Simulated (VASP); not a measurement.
# ZrS (Fm-3m) in VASP: notebook

The runs below take ZrS through single point, with LDA.

Everything below comes from runs of VASP 6.6.1. Logs are shortened: lines on timing, memory, paths and dates and some standing lists are left out, and cuts for length are marked.

## (1) The cell of the first run

The structure is cubic, space group Fm-3m (No. 225). Conventional cell: a = 5.136 Å, b = 5.136 Å, c = 5.136 Å, α = 90.00°, β = 90.00°, γ = 90.00°. Within 3.4 Å of Zr (site symmetry m-3m) lie 6 S at 2.57 Å. Within 3.4 Å of S (site symmetry m-3m) lie 6 Zr at 2.57 Å.

## (2) Single point, LDA

INCAR reads:

```
  ALGO = Normal
  EDIFF = 1E-6
  ENCUT = 520
  GGA = CA
  ISIF = 2
  ISMEAR = -1
  LASPH = T
  LCHARG = F
  LREAL = F
  LWAVE = F
  NBANDS = 16
  NELM = 60
  PREC = Accurate
  SIGMA = 0.15
```

KPOINTS reads:

```
k-points
0
Gamma
  14 14 14
```

POSCAR reads:

```
ZrS
1.0
    0.0000000000      2.5682303315      2.5682303315
    2.5682303315      0.0000000000      2.5682303315
    2.5682303315      2.5682303315      0.0000000000
Zr S
1 1
Direct
    0.0000000000      0.0000000000      0.0000000000
    0.5000000000      0.5000000000      0.5000000000
```

Potentials or basis: VASP PAW LDA potentials, release 64 (Zr_sv, S).

Started as:

```console
cat potpaw_LDA.64/Zr_sv/POTCAR potpaw_LDA.64/S/POTCAR > POTCAR
mpirun -np 1 vasp_std > vasp.out
```

OUTCAR:

```text
EDIFF = 1E-6
   ENCUT = 520
   GGA = CA
   ISIF = 2
   ISMEAR = -1
   LASPH = T
   LREAL = F
   NELM = 60
   PREC = Accurate

 ion  position               nearest neighbor table
   1  0.000  0.000  0.000-   2 2.57   2 2.57   2 2.57   2 2.57   2 2.57   2 2.57
   2  0.500  0.500  0.500-   1 2.57   1 2.57   1 2.57   1 2.57   1 2.57   1 2.57

  LATTYP: Found a face centered cubic cell.
 ALAT       =     5.1364606630

  Lattice vectors:

 A1 = (   0.0000000000,   2.5682303315,   2.5682303315)
 A2 = (   2.5682303315,   0.0000000000,   2.5682303315)
 A3 = (   2.5682303315,   2.5682303315,   0.0000000000)

Analysis of symmetry for initial positions (statically):
=====================================================================
 Subroutine PRICEL returns:
 Original cell was already a primitive cell.

 Routine SETGRP: Setting up the symmetry group for a
 face centered cubic supercell.

 Subroutine GETGRP returns: Found 48 space group operations
 (whereof 48 operations were pure point group operations)
 out of a pool of 48 trial point group operations.

The static configuration has the point symmetry O_h .

Analysis of symmetry for dynamics (positions and initial velocities):
=====================================================================
 Subroutine PRICEL returns:
 Original cell was already a primitive cell.

 Routine SETGRP: Setting up the symmetry group for a
 face centered cubic supercell.

 Subroutine GETGRP returns: Found 48 space group operations
 (whereof 48 operations were pure point group operations)
 out of a pool of 48 trial point group operations.

The dynamic configuration has the point symmetry O_h .

 Subroutine INISYM returns: Found 48 space group operations
 (whereof 48 operations are pure point group operations),
 and found     1 'primitive' translations

----------------------------------------------------------------------------------------

                                     Primitive cell

  volume of cell :      33.8791

  direct lattice vectors                    reciprocal lattice vectors
     0.000000000  2.568230332  2.568230332    -0.194686588  0.194686588  0.194686588
     2.568230332  0.000000000  2.568230332     0.194686588 -0.194686588  0.194686588
     2.568230332  2.568230332  0.000000000     0.194686588  0.194686588 -0.194686588

[... 73 lines left out ...]
 SYSTEM =  unknown system
   PREC   = accura    normal or accurate (medium, high low for compatibility)
   ISTART =      0    job   : 0-new  1-cont  2-samecut
   ICHARG =      2    charge: 1-file 2-atom 10-const
   ISPIN  =      1    spin polarized calculation?
   LNONCOLLINEAR =      F non collinear calculations
   LSORBIT =      F    spin-orbit coupling
   LASPH  =      T    aspherical Exc in radial PAW
   ENCUT  =  520.0 eV  38.22 Ry    6.18 a.u.   6.75  6.75  6.75*2*pi/ulx,y,z
   NELM   =     60;   NELMIN=  2; NELMDL= -5     # of ELM steps
   EDIFF  = 0.1E-05   stopping-criterion for ELM
   LREAL  =      F    real-space projection
   EDIFFG = 0.1E-04   stopping-criterion for IOM
   NSW    =      0    number of steps for IOM
   IBRION =     -1    ionic relax: 0-MD 1-quasi-New 2-CG
   NFREE  =      0    steps in history (QN), initial steepest desc. (CG)
   ISIF   =      2    stress and relaxation
   ISYM   =      2    0-nonsym 1-usesym 2-fastsym
   POTIM  = 0.5000    time-step for ionic-motion
   TEBEG  =    0.0;   TEEND  =   0.0 temperature during run
   PSTRESS=    0.0 pullay stress
   NELECT =      18.0000    total number of electrons
   NUPDOWN=      -1.0000    fix difference up-down
   EMIN   =  10.00;   EMAX   =-10.00  energy-range for DOS
   EFERMI =   0.00;   METHOD = LEGACY
   ISMEAR =    -1;   SIGMA  =   0.15  broadening in eV -4-tet -1-fermi 0-gaus
   EFERMI_NEDOS =   21; number of points for ismear=-14 and -15
   IALGO  =     38    algorithm
   IMIX   =      4    mixing-type and parameters
     AMIX     =   0.40;   BMIX     =  1.00
     AMIX_MAG =   1.60;   BMIX_MAG =  1.00
  volume/ion in A,a.u.               =      16.94       114.31
  Fermi-wavevector in a.u.,A,eV,Ry     =   1.325933  2.505651 23.920393  1.758099
  Thomas-Fermi vector in A             =   2.455358
   LORBIT       =      0    0 simple, 1 ext, 2 COOP (PROOUT), +10 PAW based schemes
   GGA     = CA    functional components
   LHFCALC =     F    Hartree Fock is set to
   AEXX    =    0.0000 exact exchange contribution
   IVDW    =     0    specifies the selected vdW correction
   LEPSILON=     F    determine dielectric tensor
   LRPA    =     F    only Hartree local field effects (RPA)
 non-spin polarized calculation
  energy-cutoff  :      520.00
  volume of cell :       33.88
 maximum number of plane-waves:       941
   NGX = 13   NGY = 13   NGZ = 13

 number of electron      17.9999999 magnetization

 Free energy of the ion-electron system (eV)
  ---------------------------------------------------
  ext. energy  EPLUGINS =         0.00000000
  ---------------------------------------------------
  free energy    TOTEN  =       -17.20655111 eV

  energy without entropy =      -17.11295049  energy(sigma->0) =      -17.15975080

 E-fermi :  11.3451     XC(G=0): -11.8486

 val. band max:       11.3411339514   @ k =   0.0714   0.0714   0.0000
 cond. band min:      11.3500577837   @ k =  -0.2857   0.0714   0.0000
 fundamental gap:      0.0089238324
 Fermi energy:        11.3450726967

 k-point     1 :       0.0000    0.0000    0.0000
  band No.  band energies     occupation
      1     -38.1844      2.00000
      2     -16.3041      2.00000
      3     -16.3041      2.00000
      4     -16.3041      2.00000
      5      -4.6767      2.00000
      6       7.8669      2.00000
[... 433 lines left out ...]
      3     -16.3550      2.00000
      4     -16.3475      2.00000
      5      -3.8394      2.00000
      6       4.6904      2.00000
[... 8 lines left out ...]
     15      19.9994      0.00000
     16      20.6965      0.00000

 [... further k-points ...]
[... 5 lines left out ...]
  --------------------------------------------------------------------------------------
  -------------------------------------------------------------------------------------
  Total        0.0593059      0.0593059      0.0593059      0.0000000      0.0000000      0.0000000
  in kB        2.8046387      2.8046387      2.8046387      0.0000000      0.0000000      0.0000000
  external PRESSURE =       2.8046387 kB  Pullay stress =       0.0000000 kB

 VOLUME and BASIS-vectors are now :
 -----------------------------------------------------------------------------
  energy-cutoff  :      520.00
  volume of cell :       33.88
      direct lattice vectors                 reciprocal lattice vectors
     0.000000000  2.568230332  2.568230332    -0.194686588  0.194686588  0.194686588
     2.568230332  0.000000000  2.568230332     0.194686588 -0.194686588  0.194686588
     2.568230332  2.568230332  0.000000000     0.194686588  0.194686588 -0.194686588

 POSITION                                       TOTAL-FORCE (eV/Angst)
 -----------------------------------------------------------------------------------
      0.00000      0.00000      0.00000        -0.000000     -0.000000     -0.000000
      2.56823      2.56823      2.56823         0.000000      0.000000      0.000000
 -----------------------------------------------------------------------------------
    total drift:                                0.000000      0.000000      0.000000

  FREE ENERGIE OF THE ION-ELECTRON SYSTEM (eV)
  ---------------------------------------------------
  free  energy   TOTEN  =       -17.2065511097 eV

  energy  without entropy=      -17.1129504866  energy(sigma->0) =      -17.15975080
```

OSZICAR:

```text
N       E                     dE             d eps       ncg     rms          rms(c)
DAV:   1     0.120856253081E+03    0.12086E+03   -0.96235E+03  3328   0.110E+03
DAV:   2    -0.130095066774E+02   -0.13387E+03   -0.12880E+03  4368   0.285E+02
DAV:   3    -0.180198018259E+02   -0.50103E+01   -0.49799E+01  5128   0.490E+01
DAV:   4    -0.180948080374E+02   -0.75006E-01   -0.74978E-01  4272   0.559E+00
DAV:   5    -0.180962204113E+02   -0.14124E-02   -0.14123E-02  4960   0.588E-01    0.175E+01
DAV:   6    -0.172476781111E+02    0.84854E+00   -0.18043E+00  4136   0.955E+00    0.815E+00
DAV:   7    -0.172132642031E+02    0.34414E-01   -0.18102E-01  4800   0.277E+00    0.331E+00
DAV:   8    -0.172071965851E+02    0.60676E-02   -0.27616E-02  3984   0.110E+00    0.482E-01
DAV:   9    -0.172067680113E+02    0.42857E-03   -0.47057E-03  3928   0.415E-01    0.226E-01
DAV:  10    -0.172065762990E+02    0.19171E-03   -0.53250E-04  4104   0.219E-01    0.823E-02
DAV:  11    -0.172065508843E+02    0.25415E-04   -0.10928E-04  4312   0.618E-02    0.408E-02
DAV:  12    -0.172065511097E+02   -0.22535E-06   -0.30071E-06  4032   0.122E-02
   1 F= -.17206551E+02 E0= -.17159751E+02  d E =-.936006E-01
```

Run time: 42 s. Hardware: 1 thread of Intel Xeon Platinum 8259CL at 2.50GHz (Skylake/Cascade Lake), shared host; peak memory 0.18 GiB.

What came out:

| Quantity | Value |
| --- | --- |
| Free energy | -17.2066 eV |
| Pressure | 0.3 GPa |
| Band gap on the k mesh | zero (band 9 reaches 12.97 eV, above the bottom of band 10 at 9.85 eV) |

## (3) Single point, LDA

INCAR reads:

```
ALGO     = Normal         # electronic algorithm
EDIFF    = 1E-6           # SCF threshold, eV
ENCUT    = 520            # plane-wave cutoff, eV
ISIF     = 2              # what is computed and relaxed
ISMEAR   = -1             # smearing method
LASPH    = True           # aspherical terms in the spheres
LCHARG   = False          # write CHGCAR
LREAL    = False          # projectors in reciprocal space
LWAVE    = False          # write WAVECAR
NBANDS   = 16             # bands
NELM     = 80             # most SCF steps
PREC     = Accurate       # precision mode
SIGMA    = 0.15           # smearing width, eV
```

KPOINTS is that of step 2.

POSCAR is that of step 2.

Potentials or basis: VASP PAW LDA potentials, release 64 (Zr_sv, S).

Started as:

```console
cat potpaw_LDA.64/Zr_sv/POTCAR potpaw_LDA.64/S/POTCAR > POTCAR
mpirun -np 1 vasp_std > vasp.out
```

It took 40 s on 1 thread of Intel Xeon Platinum 8259CL at 2.50GHz (Skylake/Cascade Lake), shared host; peak memory 0.18 GiB.

It converged, with:

| Property | Result |
| --- | --- |
| Free energy | -17.2066 eV |
| Pressure | 0.3 GPa |
| Band gap on the k mesh | zero (band 9 reaches 12.97 eV, above the bottom of band 10 at 9.85 eV) |

Levels at points of the mesh, in eV from the Fermi level:
```tsv
k point	band 5	band 6	band 7	band 8	band 9	band 10	band 11	band 12	band 13	band 14
(0.00, 0.00, 0.00)	-16.02	-3.48	-3.48	-3.48	-1.49	-1.49	-1.49	-0.75	-0.75	2.41
(0.50, 0.00, 0.00)	-14.21	-8.29	-6.18	-6.18	1.62	1.62	2.01	2.02	6.03	6.03
(0.50, 0.50, 0.00)	-15.13	-6.28	-4.43	-4.43	-3.74	0.55	2.62	2.62	3.11	3.81
```

(Continued in part 2 of 2.)
